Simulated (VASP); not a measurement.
PbF2: single point with PBE

The system is PbF2.

```
CELL_PARAMETERS angstrom
0.00000 2.96985 3.05895
2.96985 0.00000 3.05895
2.96985 2.96985 0.00000
ATOMIC_POSITIONS crystal
Pb 0.00000 0.00000 0.00000
F 0.25000 0.25000 0.25000
F 0.75000 0.75000 0.75000
```

This cell differs from its parent crystal: strain +0.000 along x and y, +0.030 along z.

```yaml
Program: VASP 6.6.1
Task: single point
Functional: PBE
Potentials_or_basis: VASP PAW PBE potentials, release 64 (Pb_d, F)
Cutoff: 520 eV
k_mesh: 8 × 8 × 8
Occupations: gaussian, width 0.05 eV
Spin: no spin polarisation
Dipole_correction: no
Further_INCAR_settings: ALGO = Normal; EDIFF = 1e-07; NBANDS = 21
```

```json
{"Pressure": "-0.2 GPa", "Band gap on the k mesh": "4.35 eV, indirect (least direct gap 4.52 eV)"}
```

Stress tensor (GPa, compression positive):
```
 0.38  0.00  0.00
 0.00  0.38  0.00
 0.00  0.00 -1.22
```

Levels at points of the mesh, in eV from the valence-band top:
```
           k point  band 11  band 12  band 13  band 14  band 15  band 16  band 17  band 18
(0.00, 0.00, 0.00)    -2.24    -1.91    -1.72    -1.72     6.66     6.66     6.80    10.52
(0.50, 0.00, 0.00)    -2.41    -1.97    -1.93    -0.04     4.99     7.51     7.55    13.14
(0.50, 0.50, 0.00)    -1.46    -1.35    -1.35    -0.07     4.45     7.76     7.76     9.00
(0.50, 0.00, 0.50)    -1.47    -1.34    -1.33    -0.22     4.35     7.62     7.83     9.01
```

Wall time 20 s on 1 thread of Intel(R) Xeon(R) 6975P-C (Granite Rapids), on a shared host, peak memory 0.21 GiB.

Caveat: the cell differs from its parent crystal (strain +0.000 along x and y, +0.030 along z); spin-orbit coupling is left out, which moves the levels of the heavy elements. A k mesh can miss the band edges.
